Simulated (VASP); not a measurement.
# BaErB4 (P4/mmm) in VASP: a series of runs, part 2 of 2

VASP 6.6.1.

### 5 Single point, PBE

This run uses another cell than the first one, of 25.67 Å³/atom.

Input file INCAR:

```
SYSTEM = BaErB4
  PREC = Accurate
  ENCUT = 500
  EDIFF = 1E-6
  ISMEAR = 0
  SIGMA = 0.1
  LREAL = .False.
  LASPH = .True.
  NELM = 200
  ALGO = Normal
  ISIF = 2
  LWAVE = .False.
  LCHARG = .False.
  GGA = PE
  NBANDS = 24
  GGA_COMPAT = .False.
  LMAXMIX = 6
```

Input file KPOINTS:

```
regular mesh
0
Gamma
  8 8 8
  0 0 0
```

Input file POSCAR:

```
BaErB4
1.0
    5.7938740461      0.0000000000      0.0000000000
    0.0000000000      5.7938740461      0.0000000000
    0.0000000000      0.0000000000      4.5880457221
Ba Er B
1 1 4
Direct
    0.5000000000      0.5000000000      0.5000000000
    0.0000000000      0.0000000000      0.0000000000
    0.1442135429      0.1442135429      0.5000000000
    0.8557864571      0.8557864571      0.5000000000
    0.1442135429      0.8557864571      0.5000000000
    0.8557864571      0.1442135429      0.5000000000
```

Potentials or basis: VASP PAW PBE potentials, release 64 (Ba_sv, Er_3, B), 4f in core.

The run is started by

```bash
$ cat potpaw_PBE.64/Ba_sv/POTCAR potpaw_PBE.64/Er_3/POTCAR potpaw_PBE.64/B/POTCAR > POTCAR
$ mpirun -np 1 vasp_std > vasp.out
```

OUTCAR:

```text
SYSTEM = BaErB4
   PREC = Accurate
   ENCUT = 500
   EDIFF = 1E-6
   ISMEAR = 0
   LREAL = .False.
   LASPH = .True.
   NELM = 200
   ISIF = 2
   GGA = PE

 ion  position               nearest neighbor table
   1  0.500  0.500  0.500-   3 2.92   4 2.92   5 2.92   6 2.92
   2  0.000  0.000  0.000-   3 2.58   4 2.58   5 2.58   6 2.58   3 2.58   4 2.58   5 2.58   6 2.58

   3  0.144  0.144  0.500-   5 1.67   6 1.67   2 2.58   2 2.58   1 2.92
   4  0.856  0.856  0.500-   5 1.67   6 1.67   2 2.58   2 2.58   1 2.92
   5  0.144  0.856  0.500-   3 1.67   4 1.67   2 2.58   2 2.58   1 2.92
[... 856 lines left out ...]
  -------------------------------------------------------------------------------------
  Total        0.2912785      0.2912785      0.2980022      0.0000000      0.0000000      0.0000000
  in kB        3.0300733      3.0300733      3.1000184      0.0000000      0.0000000      0.0000000
  external PRESSURE =       3.0533883 kB  Pullay stress =       0.0000000 kB

 VOLUME and BASIS-vectors are now :
 -----------------------------------------------------------------------------
  energy-cutoff  :      500.00
  volume of cell :      154.02
      direct lattice vectors                 reciprocal lattice vectors
     5.793874046  0.000000000  0.000000000     0.172596089  0.000000000  0.000000000
     0.000000000  5.793874046  0.000000000     0.000000000  0.172596089  0.000000000
     0.000000000  0.000000000  4.588045722     0.000000000  0.000000000  0.217957723

 POSITION                                       TOTAL-FORCE (eV/Angst)
 -----------------------------------------------------------------------------------
      2.89694      2.89694      2.29402         0.000000      0.000000      0.000000
      0.00000      0.00000      0.00000         0.000000      0.000000      0.000000
      0.83556      0.83556      2.29402        -0.008839     -0.008839      0.000000
      4.95832      4.95832      2.29402         0.008839      0.008839      0.000000
      0.83556      4.95832      2.29402        -0.008839      0.008839      0.000000
      4.95832      0.83556      2.29402         0.008839     -0.008839     -0.000000
 -----------------------------------------------------------------------------------
    total drift:                                0.000000      0.000000      0.000000

  FREE ENERGIE OF THE ION-ELECTRON SYSTEM (eV)
  ---------------------------------------------------
  free  energy   TOTEN  =       -28.7372457694 eV

  energy  without entropy=      -28.7194689074  energy(sigma->0) =      -28.72835734
```

OSZICAR:

```text
N       E                     dE             d eps       ncg     rms          rms(c)
DAV:   1     0.159861736257E+03    0.15986E+03   -0.12578E+04  5400   0.107E+03
DAV:   2    -0.225262627741E+02   -0.18239E+03   -0.17077E+03  6352   0.296E+02
DAV:   3    -0.348472918090E+02   -0.12321E+02   -0.12026E+02  5968   0.711E+01
DAV:   4    -0.353425303467E+02   -0.49524E+00   -0.49291E+00  5920   0.923E+00
DAV:   5    -0.353754183954E+02   -0.32888E-01   -0.32874E-01  4824   0.207E+00    0.255E+01
DAV:   6    -0.290232782874E+02    0.63521E+01   -0.12701E+01  5712   0.179E+01    0.160E+01
DAV:   7    -0.287670375893E+02    0.25624E+00   -0.32099E+00  6040   0.802E+00    0.801E+00
DAV:   8    -0.288139036294E+02   -0.46866E-01   -0.11497E+00  5464   0.541E+00    0.138E+00
DAV:   9    -0.287326966755E+02    0.81207E-01   -0.24545E-01  5624   0.246E+00    0.552E-01
DAV:  10    -0.287354149160E+02   -0.27182E-02   -0.20376E-02  4952   0.528E-01    0.310E-01
DAV:  11    -0.287371924216E+02   -0.17775E-02   -0.31149E-03  5080   0.319E-01    0.924E-02
DAV:  12    -0.287372066428E+02   -0.14221E-04   -0.21096E-04  6048   0.752E-02    0.294E-02
DAV:  13    -0.287372444766E+02   -0.37834E-04   -0.15304E-04  5224   0.617E-02    0.232E-02
DAV:  14    -0.287372453287E+02   -0.85219E-06   -0.11032E-05  5592   0.205E-02    0.777E-03
DAV:  15    -0.287372457694E+02   -0.44067E-06   -0.14047E-06  3928   0.104E-02
   1 F= -.28737246E+02 E0= -.28728357E+02  d E =-.177769E-01
```

stdout:

```text
POSCAR found type information on POSCAR BaErB
 POSCAR found :  3 types and       6 ions
 scaLAPACK will be used
 LDA part: xc-table for (Slater+PW92), standard interpolation
 POSCAR, INCAR and KPOINTS ok, starting setup
 FFT: planning ... GRIDC
 FFT: planning ... GRID_SOFT
 FFT: planning ... GRID
 WAVECAR not read
 entering main loop
```

It took 2.3 min on 1 thread of Intel Xeon 6975P-C (Granite Rapids), shared host; peak memory 0.43 GiB.

What came out:

- Free energy: -28.7372 eV
- Pressure: 0.3 GPa
- Largest force: 0.013 eV/Å
- Band gap on the k mesh: zero (an odd number of electrons rules out a gap without spin polarisation)

Forces in eV/Å, atoms in the order of the input:
```
Ba   0.000  0.000  0.000
Er   0.000  0.000  0.000
B   -0.009 -0.009  0.000
B    0.009  0.009  0.000
B   -0.009  0.009  0.000
B    0.009 -0.009  0.000
```

Caveat: spin-orbit coupling is left out, which moves the levels of the heavy elements; the 4f electrons are frozen in the core, so they carry no moment and show no levels. Spin polarisation is off, so any magnetic state and its effect on volume and gap are missing.

### 6 Relaxation of cell and atoms, PBE

This run uses another cell than the first one, of 25.59 Å³/atom.

Input file INCAR:

```
PREC = Accurate
ENCUT = 500
EDIFF = 1E-7
ISMEAR = 0
SIGMA = 0.1
LREAL = False
LASPH = True
NELM = 200
ALGO = Normal
ISIF = 3
LWAVE = False
LCHARG = False
GGA = PE
IBRION = 2
NSW = 100
EDIFFG = -0.01
GGA_COMPAT = False
NELMIN = 4
LMAXMIX = 6
```

Input file KPOINTS:

```
regular mesh
0
Gamma
  8 8 8
```

Input file POSCAR:

```
BaErB4
1.0
    5.7827553204      0.0000000000      0.0000000000
    0.0000000000      5.7827553204      0.0000000000
    0.0000000000      0.0000000000      4.5916458503
Ba Er B
1 1 4
Direct
    0.5000000000      0.5000000000      0.5000000000
    0.0000000000      0.0000000000      0.0000000000
    0.1441812005      0.1441812005      0.5000000000
    0.8558187995      0.8558187995      0.5000000000
    0.1441812005      0.8558187995      0.5000000000
    0.8558187995      0.1441812005      0.5000000000
```

Potentials or basis: VASP PAW PBE potentials, release 64 (Ba_sv, Er_3, B), 4f in core.

The run is started by

```bash
$ cat potpaw_PBE.64/Ba_sv/POTCAR potpaw_PBE.64/Er_3/POTCAR potpaw_PBE.64/B/POTCAR > POTCAR
$ mpirun -np 1 vasp_std > vasp.out
```

Run time: 7.1 min. Hardware: 1 thread of Intel Xeon 6975P-C (Granite Rapids), shared host; peak memory 0.43 GiB.

It converged, with:

* Free energy: -28.7388 eV
* Relaxed volume: 25.94 Å³/atom
* Relaxed cell: a = 5.819 Å, b = 5.819 Å, c = 4.597 Å, α = 90.00°, β = 90.00°, γ = 90.00°
* Space group after relaxing (to 0.1 Å): P4/mmm (No. 123)
* Energy gained by relaxing: 0.5 meV/atom
* Ionic steps: 6
* Pressure after relaxing: 0.0 GPa
* Band gap on the k mesh: zero (an odd number of electrons rules out a gap without spin polarisation)

Forces in eV/Å, atoms in the order of the input:
```
Ba   0.000  0.000  0.000
Er   0.000  0.000  0.000
B   -0.002 -0.002  0.000
B    0.002  0.002  0.000
B   -0.002  0.002  0.000
B    0.002 -0.002  0.000
```

Step by step:
```tsv
step	energy change (eV)	largest force (eV/Å)	pressure (GPa)	volume (Å³)
1	0.0000	0.0506	0.45	153.55
2	-0.0012	0.1627	-0.16	155.17
3	-0.0018	0.0847	0.06	154.56
4	-0.0028	0.0347	0.02	155.18
5	-0.0030	0.0030	-0.01	155.65
6	-0.0030	0.0027	0.00	155.64
```

Final structure:
```
Ba Er B
1.0
     5.81856    0.00000    0.00000
     0.00000    5.81856    0.00000
     0.00000    0.00000    4.59709
Ba Er B
1 1 4
Direct
  0.50000 0.50000 0.50000
  0.00000 0.00000 0.00000
  0.14369 0.14369 0.50000
  0.85631 0.85631 0.50000
  0.14369 0.85631 0.50000
  0.85631 0.14369 0.50000
```

Levels at points of the mesh, in eV from the Fermi level:
| k point | band 14 | band 15 | band 16 | band 17 | band 18 | band 19 |
| --- | --- | --- | --- | --- | --- | --- |
| (0.00, 0.00, 0.00) | -1.61 | -0.61 | -0.61 | 0.45 | 1.88 | 1.88 |
| (0.50, 0.00, 0.00) | -0.73 | -0.64 | -0.50 | 0.04 | 0.60 | 1.09 |
| (0.50, 0.50, 0.00) | -1.50 | -0.77 | -0.77 | 0.85 | 1.80 | 1.80 |
| (0.00, 0.00, 0.50) | -1.39 | 0.35 | 0.35 | 0.82 | 1.72 | 2.06 |
| (0.50, 0.00, 0.50) | 0.00 | 0.10 | 0.63 | 0.67 | 0.67 | 0.70 |
| (0.50, 0.50, 0.50) | -1.41 | -0.35 | -0.35 | 0.97 | 2.31 | 2.31 |

Caveat: spin-orbit coupling is left out, which moves the levels of the heavy elements; the 4f electrons are frozen in the core, so they carry no moment and show no levels. Spin polarisation is off, so any magnetic state and its effect on volume and gap are missing.

### 7 Summary

| task | cell | k mesh | gap on the mesh (eV) | pressure (GPa) | relaxed volume (Å³/atom) | largest force (eV/Å) |
| --- | --- | --- | --- | --- | --- | --- |
| single point | a = 4.281, b = 4.281, c = 4.956 Å, 6 atoms, atomic positions A | 4 × 4 × 4 | none | 72.5 | - | 22.65 |
| single point | a = 5.783, b = 5.783, c = 4.592 Å, 6 atoms, atomic positions B | 4 × 4 × 4 | none | 0.4 | - | 0.02 |
| relaxation of cell and atoms | relaxed from a = 4.281, b = 4.281, c = 4.956 Å, 6 atoms, atomic positions A | 4 × 4 × 4 | none | 0.0 | 25.69 | - |
| single point | a = 5.794, b = 5.794, c = 4.588 Å, 6 atoms, atomic positions B | 8 × 8 × 8 | none | 0.3 | - | 0.01 |
| relaxation of cell and atoms | relaxed from a = 5.783, b = 5.783, c = 4.592 Å, 6 atoms, atomic positions B | 8 × 8 × 8 | none | 0.0 | 25.94 | - |

Alike in all rows: level PBE; potentials or basis VASP PAW PBE potentials, release 64 (Ba_sv, Er_3, B), 4f in core; no spin polarisation; cutoff (eV) 500; smearing gaussian 0.1 eV.

Caveats: some runs use coarse meshes; spin-orbit coupling is left out, which moves the levels of the heavy elements; the 4f electrons are frozen in the core, so they carry no moment and show no levels; forces of over 1 eV/Å act on the atoms, so gaps and moduli don't describe the material at rest (at least some runs); the volume moved by over 15 % at a fixed basis, so the end points are rough (at least some runs).

Total energies depend on the potentials used, so only differences within one code and one set of settings carry meaning.
